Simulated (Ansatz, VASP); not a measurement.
## BaTe: VASP beside Ansatz

```
CELL_PARAMETERS angstrom
0.00000 3.91416 3.91416
3.91416 0.00000 3.91416
3.91416 3.91416 0.00000
ATOMIC_POSITIONS crystal
Ba 0.00000 0.00000 0.00000
Te 0.25000 0.25000 0.25000
```

Alike in both runs: task single point; functional PBE; k mesh 6 × 6 × 6; occupations fermi-dirac, width 0.02 eV; no spin polarisation.

|  | VASP | Ansatz |
| --- | --- | --- |
| version | VASP 6.6.1 | Ansatz 0.2.0 |
| potentials or method | VASP PAW PBE potentials, release 64 (Ba_sv, Te) | plane waves, PAW |
| plane-wave cutoff (eV) | 500 | 420 |
| valence electrons in the cell | 16 | 26 |

Ansatz gave:

* gap on the k mesh at the Fermi level (eV): 2.57
* pressure (GPa): 0.0

Question: Which values does VASP return?

Answer: gap on the k mesh at the Fermi level (eV): 2.58; pressure (GPa): 0.2.

VASP's potentials hold 16 valence electrons a cell and Ansatz's 26, so a difference there can come from the potentials and not from the codes.

Spin-orbit coupling is off throughout.
